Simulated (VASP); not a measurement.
Write the native input for VASP 6.6.1 that does the following.

```yaml
Task: electric field gradients
Functional: PBEsol
Potentials_or_basis: VASP PAW PBE potentials, release 64 (Ti_sv, Rh_pv)
Cutoff: 520 eV
k_mesh: 11 × 11 × 10
Occupations: fermi-dirac, width 0.05 eV
Spin: no spin polarisation
Dipole_correction: no
Further_INCAR_settings: ALGO = Normal; EDIFF = 1e-08; NBANDS = 20
```

The structure of TiRh lies in POSCAR:

```
TiRh
1.0
    3.0477600000      0.0000000000      0.0000000000
    0.0000000000      3.0477600000      0.0000000000
    0.0000000000      0.0000000000      3.3500000000
Ti Rh
1 1
Direct
    0.5000000000      0.5000000000      0.5000000000
    0.0000000000      0.0000000000      0.0000000000
```

This cell differs from its parent crystal: equal xx and yy strain of +2 %.

One way to write it, as run:

INCAR

```
SYSTEM = TiRh
PREC = Accurate
ENCUT = 520
EDIFF = 1E-8
ISMEAR = -1
SIGMA = 0.05
LREAL = .FALSE.
LASPH = .TRUE.
NELM = 100
ALGO = Normal
ISIF = 2
LWAVE = .FALSE.
LCHARG = .FALSE.
GGA = PS
LEFG = .TRUE.
NBANDS = 20
```

KPOINTS

```
regular mesh
0
G
  11 11 10
  0 0 0
```

Potentials or basis: VASP PAW PBE potentials, release 64 (Ti_sv, Rh_pv).

The run is started by

```bash
$ cat potpaw_PBE.64/Ti_sv/POTCAR potpaw_PBE.64/Rh_pv/POTCAR > POTCAR
$ mpirun -np 1 vasp_std > vasp.out
```

It gave:

```
Pressure : -13.1 GPa
```

Caveat: the cell differs from its parent crystal (equal xx and yy strain of +2 %); without QUAD_EFG the Cq values of the log hold for a quadrupole moment of 1 mb, not for the nuclei; the PAW data sets were made with another functional, which shifts forces and pressure a little.

Run time: 42 s on 1 thread of Intel(R) Xeon(R) Platinum 8375C CPU @ 2.90GHz (Ice Lake) (shared host), peak memory 0.2 GiB.
